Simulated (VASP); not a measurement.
Pd:

```
Pd
1.0
     0.00000    1.95865    1.95865
     1.95865    0.00000    1.95865
     1.95865    1.95865    0.00000
Pd
1
Direct
  0.00000 0.00000 0.00000
```

* Program: VASP 6.6.1
* Task: relaxation of cell and atoms
* Functional: PBEsol
* Potentials or basis: VASP PAW PBE potentials, release 64 (Pd)
* Cutoff: 600 eV
* k mesh: 18 × 18 × 18
* Occupations: gaussian, width 0.1 eV
* Spin: no spin polarisation

At the start: pressure -6.4 GPa; volume 15.03 Å³/atom.

Q: How do energy, volume and symmetry change on relaxing?

A: Over 6 steps the energy falls by 10.6 meV/atom and the volume is 14.52 Å³/atom (-3.4 %); space group Fm-3m (No. 225, to 0.05 Å).

Step by step:
| step | energy change (eV) | largest force (eV/Å) | pressure (GPa) | volume (Å³) |
| --- | --- | --- | --- | --- |
| 1 | 0.0000 | 0.0000 | -6.43 | 15.03 |
| 2 | 0.0187 | 0.0000 | 12.97 | 13.75 |
| 3 | -0.0106 | 0.0000 | -0.10 | 14.53 |
| 4 | -0.0106 | 0.0000 | 0.06 | 14.52 |
| 5 | -0.0106 | 0.0000 | -0.10 | 14.53 |
| 6 | -0.0106 | 0.0000 | 0.01 | 14.52 |

Final structure:
```yaml
crystal:
  lattice:
    - [0.00000, 1.93639, 1.93639]
    - [1.93639, 0.00000, 1.93639]
    - [1.93639, 1.93639, 0.00000]
  atoms:
    - { symbol: Pd, position: [0.00000, 0.00000, 0.00000] }
```

Caveat: the PAW data sets were made with another functional, which shifts forces and pressure a little.
